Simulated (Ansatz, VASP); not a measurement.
**TiO2: VASP beside Ansatz**

```
Ti O
1.0
     4.64032    0.00000    0.00000
     0.00000    4.64032    0.00000
     0.00000    0.00000    2.96502
Ti O
2 4
Direct
  0.00000 0.00000 0.00000
  0.50000 0.50000 0.50000
  0.30514 0.30514 0.00000
  0.19486 0.80514 0.50000
  0.69486 0.69486 0.00000
  0.80514 0.19486 0.50000
```

Alike in both runs: functional PBE; k mesh 4 × 4 × 6; occupations gaussian, width 0.1 eV; collinear spin.

Ansatz relaxed the structure, and its values are those at the end. VASP's run is a single point on that final structure, the one shown.

```csv
,VASP,Ansatz
version,VASP 6.6.1,Ansatz 0.2.0
potentials or method,"VASP PAW PBE potentials, release 64 (Ti_sv, O), cutoff 520 eV","scalar-relativistic, plane waves, PAW"
valence electrons in the cell,48,48
```

VASP gave:

```
gap on the k mesh at the Fermi level (eV) : 1.84
least direct gap on the mesh (eV)         : 1.84
pressure (GPa)                            : 0.9
rms of the force components (eV/Å)        : 0.016
net moment per atom (μB)                  : 0.00
```

Question: Estimate Ansatz's values.

Answer: gap on the k mesh at the Fermi level (eV): 1.86; least direct gap on the mesh (eV): 1.86; pressure (GPa): 0.2; rms of the force components (eV/Å): 0.003; net moment per atom (μB): 0.00.

The functional is the same, so the differences come from potentials, cutoffs and numerics. Ansatz's warnings: seeded moment not kept.
